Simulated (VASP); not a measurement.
# MgO (Fm-3m) in VASP: further runs, part 2 of 2

VASP 6.6.1. The steps go on from the part before.

### 4 Single point, r2SCAN

File POSCAR:

```
MgO
1.0
    0.0000000000      2.1905000000      2.1905000000
    2.1905000000      0.0000000000      2.1905000000
    2.1905000000      2.1905000000      0.0000000000
Mg O
1 1
Direct
    0.0000000000      0.0000000000      0.0000000000
    0.5000000000      0.5000000000      0.5000000000
```

File INCAR.step1:

```
SYSTEM = MgO
ALGO = Normal
EDIFF = 1E-4
ENCUT = 520
GGA = PE
ISMEAR = -1
LASPH = .True.
LCHARG = .False.
LREAL = .False.
LWAVE = .True.
NBANDS = 11
NELM = 60
PREC = Accurate
SIGMA = 0.001
```

File INCAR.step2:

```
SYSTEM = MgO
ALGO = Normal
EDIFF = 1E-7
ENCUT = 520
ISIF = 2
ISMEAR = -1
ISTART = 1
LASPH = .True.
LCHARG = .False.
LMIXTAU = .True.
LREAL = .False.
LWAVE = .False.
METAGGA = R2SCAN
NBANDS = 11
NELM = 60
PREC = Accurate
SIGMA = 0.001
```

File KPOINTS:

```
k-points
0
Gamma
  8 8 8
  0 0 0
```

Potentials or basis: VASP PAW PBE potentials, release 64 (Mg, O).

Launch:

```
$ cat potpaw_PBE.64/Mg/POTCAR potpaw_PBE.64/O/POTCAR > POTCAR
$ cp INCAR.step1 INCAR
$ mpirun -np 1 vasp_std > vasp.out
$ cp INCAR.step2 INCAR
$ mpirun -np 1 vasp_std > vasp.out
```

OUTCAR:

```text
SYSTEM = MgO
   EDIFF = 1E-7
   ENCUT = 520
   ISIF = 2
   ISMEAR = -1
   ISTART = 1
   LASPH = .True.
   LREAL = .False.
   METAGGA = R2SCAN
   NELM = 60
   PREC = Accurate

 ion  position               nearest neighbor table
   1  0.000  0.000  0.000-   2 2.19   2 2.19   2 2.19   2 2.19   2 2.19   2 2.19
   2  0.500  0.500  0.500-   1 2.19   1 2.19   1 2.19   1 2.19   1 2.19   1 2.19

  LATTYP: Found a face centered cubic cell.
 ALAT       =     4.3810000000

  Lattice vectors:

 A1 = (   0.0000000000,   2.1905000000,   2.1905000000)
 A2 = (   2.1905000000,   0.0000000000,   2.1905000000)
 A3 = (   2.1905000000,   2.1905000000,   0.0000000000)

Analysis of symmetry for initial positions (statically):
=====================================================================
 Subroutine PRICEL returns:
 Original cell was already a primitive cell.

 Routine SETGRP: Setting up the symmetry group for a
 face centered cubic supercell.

 Subroutine GETGRP returns: Found 48 space group operations
 (whereof 48 operations were pure point group operations)
 out of a pool of 48 trial point group operations.

The static configuration has the point symmetry O_h .

Analysis of symmetry for dynamics (positions and initial velocities):
[... 165 lines left out ...]
 k-point     1 :       0.0000    0.0000    0.0000
  band No.  band energies     occupation
      1     -15.6755      2.00000
      2       1.9669      2.00000
      3       1.9669      2.00000
      4       1.9669      2.00000
      5       6.4611      0.00000
      6      18.0974      0.00000
      7      18.0974      0.00000
      8      18.0974      0.00000
      9      21.9173      0.00000
     10      23.5631      0.00000
     11      23.5631      0.00000
[... 309 lines left out ...]
 k-point    24 :      -0.3750    0.2500    0.1250
  band No.  band energies     occupation
      1     -14.5763      2.00000
      2      -1.5883      2.00000
      3       0.2741      2.00000
      4       1.1091      2.00000
      5      11.7330      0.00000
      6      14.1007      0.00000
      7      15.3856      0.00000
      8      18.6186      0.00000
      9      22.3190      0.00000
     10      23.8477      0.00000
     11      27.7646      0.00000

 [... further k-points ...]
[... 5 lines left out ...]
  --------------------------------------------------------------------------------------
  -------------------------------------------------------------------------------------
  Total       -2.2335079     -2.2335079     -2.2335079      0.0000000      0.0000000     -0.0000000
  in kB     -170.2308635   -170.2308635   -170.2308635      0.0000000      0.0000000     -0.0000000
  external PRESSURE =    -170.2308635 kB  Pullay stress =       0.0000000 kB

 VOLUME and BASIS-vectors are now :
 -----------------------------------------------------------------------------
  energy-cutoff  :      520.00
  volume of cell :       21.02
      direct lattice vectors                 reciprocal lattice vectors
     0.000000000  2.190500000  2.190500000    -0.228258388  0.228258388  0.228258388
     2.190500000  0.000000000  2.190500000     0.228258388 -0.228258388  0.228258388
     2.190500000  2.190500000  0.000000000     0.228258388  0.228258388 -0.228258388

 POSITION                                       TOTAL-FORCE (eV/Angst)
 -----------------------------------------------------------------------------------
      0.00000      0.00000      0.00000         0.000000      0.000000      0.000000
      2.19050      2.19050      2.19050         0.000000      0.000000      0.000000
 -----------------------------------------------------------------------------------
    total drift:                               -0.000000     -0.000000      0.000000

  FREE ENERGIE OF THE ION-ELECTRON SYSTEM (eV)
  ---------------------------------------------------
  free  energy   TOTEN  =       -16.0123345332 eV

  energy  without entropy=      -16.0123345332  energy(sigma->0) =      -16.01233453
```

OSZICAR.step1:

```text
N       E                     dE             d eps       ncg     rms          rms(c)
DAV:   1     0.142949372310E+02    0.14295E+02   -0.43257E+03   713   0.629E+02
DAV:   2    -0.127149634019E+02   -0.27010E+02   -0.26470E+02   730   0.133E+02
DAV:   3    -0.134028037844E+02   -0.68784E+00   -0.68734E+00   773   0.185E+01
DAV:   4    -0.134047117393E+02   -0.19080E-02   -0.19079E-02   671   0.111E+00
DAV:   5    -0.134047182958E+02   -0.65565E-05   -0.65564E-05   732   0.652E-02    0.716E+00
DAV:   6    -0.118702499841E+02    0.15345E+01   -0.98532E+00   662   0.165E+01    0.246E+00
DAV:   7    -0.118479543257E+02    0.22296E-01   -0.98514E-02   686   0.246E+00    0.137E+00
DAV:   8    -0.118404563352E+02    0.74980E-02   -0.38050E-02   665   0.211E+00    0.286E-01
DAV:   9    -0.118399215411E+02    0.53479E-03   -0.70207E-04   713   0.189E-01    0.162E-01
DAV:  10    -0.118398567512E+02    0.64790E-04   -0.59024E-04   668   0.186E-01
   1 F= -.11839857E+02 E0= -.11839857E+02  d E =0.000000E+00
```

It took 28 s on 1 thread of Intel Xeon 6975P-C, shared host; peak memory 0.14 GiB.

What came out:

```yaml
Free_energy: -16.0123 eV
Pressure: -17.0 GPa
Band_gap_on_the_k_mesh: 4.49 eV, direct
```

Caveat: the PAW data sets were made with another functional, which shifts forces and pressure a little.

### 5 Single point, r2SCAN

POSCAR is that of step 4.

File INCAR.step1:

```
PREC = Accurate
ENCUT = 520
ISMEAR = -1
SIGMA = 0.15
LREAL = F
LASPH = T
NELM = 60
NBANDS = 11
GGA = PE
ALGO = Normal
EDIFF = 1E-4
LWAVE = T
LCHARG = F
```

File INCAR.step2:

```
PREC = Accurate
ENCUT = 520
EDIFF = 1E-6
ISMEAR = -1
SIGMA = 0.15
LREAL = F
LASPH = T
NELM = 60
ALGO = Normal
ISIF = 2
LWAVE = F
LCHARG = F
METAGGA = R2SCAN
LMIXTAU = T
NBANDS = 11
ISTART = 1
```

File KPOINTS:

```
Automatic mesh
0
Gamma
  8 8 8
```

Launch:

```
$ cat potpaw_PBE.64/Mg/POTCAR potpaw_PBE.64/O/POTCAR > POTCAR
$ cp INCAR.step1 INCAR
$ mpirun -np 1 vasp_std > vasp.out
$ cp INCAR.step2 INCAR
$ mpirun -np 1 vasp_std > vasp.out
```

Run time: 29 s. Hardware: 1 thread of Intel Xeon 6975P-C, shared host; peak memory 0.14 GiB.

The run converged. Its results:

- Free energy: -16.0123 eV
- Pressure: -17.0 GPa
- Band gap on the k mesh: 4.49 eV, direct

Levels at points of the mesh, in eV from the valence-band top:
| k point | band 1 | band 2 | band 3 | band 4 | band 5 | band 6 | band 7 | band 8 |
| --- | --- | --- | --- | --- | --- | --- | --- | --- |
| (0.00, 0.00, 0.00) | -17.64 | 0.00 | 0.00 | 0.00 | 4.49 | 16.13 | 16.13 | 16.13 |
| (0.50, 0.00, 0.00) | -16.66 | -4.11 | -0.55 | -0.55 | 8.04 | 12.43 | 16.20 | 16.20 |
| (0.50, 0.50, 0.00) | -16.45 | -3.63 | -1.21 | -1.21 | 9.79 | 9.84 | 13.02 | 18.56 |

Caveat: the PAW data sets were made with another functional, which shifts forces and pressure a little.

### 6 Single point, r2SCAN

POSCAR is that of step 5.

File INCAR.step1:

```
SYSTEM = MgO
  PREC = Accurate
  ENCUT = 520
  ISMEAR = 0
  SIGMA = 0.01
  LREAL = .FALSE.
  LASPH = .TRUE.
  NELM = 100
  NBANDS = 11
  GGA = PE
  ALGO = Normal
  EDIFF = 1E-4
  LWAVE = .TRUE.
  LCHARG = .FALSE.
```

File INCAR.step2:

```
SYSTEM = MgO
  PREC = Accurate
  ENCUT = 520
  EDIFF = 1E-6
  ISMEAR = 0
  SIGMA = 0.01
  LREAL = .FALSE.
  LASPH = .TRUE.
  NELM = 100
  ALGO = Normal
  ISIF = 2
  LWAVE = .FALSE.
  LCHARG = .TRUE.
  METAGGA = R2SCAN
  LMIXTAU = .TRUE.
  LELF = .TRUE.
  LVHAR = .TRUE.
  NBANDS = 11
  ISTART = 1
```

File KPOINTS:

```
Automatic mesh
0
G
  8 8 8
  0 0 0
```

Potentials or basis: VASP PAW PBE potentials, release 64 (Mg, O).

Launch:

```
$ cat potpaw_PBE.64/Mg/POTCAR potpaw_PBE.64/O/POTCAR > POTCAR
$ cp INCAR.step1 INCAR
$ mpirun -np 1 vasp_std > vasp.out
$ cp INCAR.step2 INCAR
$ mpirun -np 1 vasp_std > vasp.out
```

Run time: 27 s. Hardware: 1 thread of Intel Xeon 6975P-C, shared host; peak memory 0.14 GiB.

It converged, with:

```
Free energy            : -16.0123 eV
Pressure               : -17.0 GPa
Band gap on the k mesh : 4.49 eV, direct
```

Levels at points of the mesh, in eV from the valence-band top:
```tsv
k point	band 1	band 2	band 3	band 4	band 5	band 6	band 7	band 8
(0.00, 0.00, 0.00)	-17.64	0.00	0.00	0.00	4.49	16.13	16.13	16.13
(0.50, 0.00, 0.00)	-16.66	-4.11	-0.55	-0.55	8.04	12.43	16.20	16.20
(0.50, 0.50, 0.00)	-16.45	-3.63	-1.21	-1.21	9.79	9.84	13.02	18.56
```

Caveat: the PAW data sets were made with another functional, which shifts forces and pressure a little. r2SCAN opens gaps a little over a GGA but as a rule still falls short of measured ones.

### 7 The runs side by side

| smearing | gap on the mesh (eV) | pressure (GPa) |
| --- | --- | --- |
| fermi-dirac 0.02 eV | 4.49 | -17.0 |
| fermi-dirac 0.001 eV | 4.49 | -17.0 |
| fermi-dirac 0.15 eV | 4.49 | -17.0 |
| gaussian 0.01 eV | 4.49 | -17.0 |

Alike in all rows: task single point; level r2SCAN; potentials or basis VASP PAW PBE potentials, release 64 (Mg, O); no spin polarisation; cell as given; k mesh 8 × 8 × 8; cutoff (eV) 520.

On the cell as given the gap runs from 4.49 eV (r2SCAN) to 4.49 eV (r2SCAN).

Caveats: the PAW data sets were made with another functional, which shifts forces and pressure a little.

Absolute energies hang on the potentials; compare differences alone.
